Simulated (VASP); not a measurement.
## RuPt2: single point with PBE

The system is RuPt2.

```
Ru Pt
1.0
     4.46150    0.00000    0.00000
    -2.23075    3.86378    0.00000
     0.00000    0.00000    2.67979
Ru Pt
1 2
Direct
  0.00000 0.00000 0.00000
  0.33333 0.66667 0.50000
  0.66667 0.33333 0.50000
```

```json
{"Program": "VASP 6.6.1", "Task": "single point", "Functional": "PBE", "Potentials or basis": "VASP PAW PBE potentials, release 64 (Ru_pv, Pt)", "Cutoff": "520 eV", "k mesh": "6 × 6 × 6", "Occupations": "gaussian, width 0.1 eV", "Spin": "no spin polarisation", "Dipole correction": "no", "Further INCAR settings": "ALGO = Normal; EDIFF = 1e-07; NBANDS = 24"}
```

```
Pressure               : -0.5 GPa
Band gap on the k mesh : zero (band 17 reaches 11.72 eV, above the bottom of band 18 at 10.62 eV)
```

Levels at points of the mesh, in eV from the Fermi level:
```tsv
k point	band 13	band 14	band 15	band 16	band 17	band 18	band 19	band 20	band 21	band 22
(0.00, 0.00, 0.00)	-2.47	-2.26	-2.26	-1.51	-1.51	0.72	0.72	6.01	7.35	7.42
(0.50, 0.00, 0.00)	-2.03	-1.44	-0.52	-0.40	-0.24	0.14	0.17	0.44	0.62	6.95
(0.00, 0.00, 0.50)	-3.14	0.16	0.16	0.20	0.20	1.01	2.78	3.08	7.81	8.72
(0.50, 0.00, 0.50)	-1.78	-1.73	-1.12	0.05	0.70	1.00	1.99	2.85	5.58	6.39
```

It took 20 s on 1 thread of AMD EPYC 9R45 (Zen 5) (shared host), peak memory 0.15 GiB.

Caveat: the k points lie up to 0.39 Å⁻¹ apart; spin-orbit coupling is left out, which moves the levels of the heavy elements.
